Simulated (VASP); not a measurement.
Here is a VASP 6.6.1 calculation.

File INCAR:

```
PREC     = Accurate       # precision mode
ENCUT    = 520            # plane-wave cutoff, eV
EDIFF    = 1E-6           # SCF threshold, eV
ISMEAR   = 0              # smearing method
SIGMA    = 0.2            # smearing width, eV
LREAL    = F              # projectors in reciprocal space
LASPH    = T              # aspherical terms in the spheres
NELM     = 80             # most SCF steps
ALGO     = Normal         # electronic algorithm
ISIF     = 2              # what is computed and relaxed
LWAVE    = F              # write WAVECAR
LCHARG   = F              # write CHGCAR
GGA      = PE             # functional
NBANDS   = 39             # bands
```

KPOINTS

```
Automatic mesh
0
Gamma
  6 4 4
```

File POSCAR:

```
Cd2S
1.0
   -1.9004581738      3.2916901147      0.0000000000
    0.0000000000      0.0000000000      5.4119146225
    5.7013745214      3.2916901147      0.0000000000
Cd S
4 2
Direct
    1.0000000000      0.6987820381      0.3333333333
    0.5000000000      0.6987820381      0.8333333333
    0.5000000000      0.3012179619      0.1666666667
    1.0000000000      0.3012179619      0.6666666667
    0.5000000000      0.0000000000      0.5000000000
    1.0000000000      0.0000000000      0.0000000000
```

Potentials or basis: VASP PAW PBE potentials, release 64 (Cd, S).

Run with:

```console
$ cat potpaw_PBE.64/Cd/POTCAR potpaw_PBE.64/S/POTCAR > POTCAR
$ mpirun -np 1 vasp_std > vasp.out
```

Problem. What does it give for the largest force?

Solution. 0.025 eV/Å.

Problem. Estimate the pressure.

Solution. 0.3 GPa.

Forces in eV/Å, atoms in the order of the input:
```
Cd   0.005  0.003 -0.025
Cd   0.005  0.003 -0.025
Cd  -0.005 -0.003  0.025
Cd  -0.005 -0.003  0.025
S    0.000  0.000  0.000
S    0.000  0.000  0.000
```
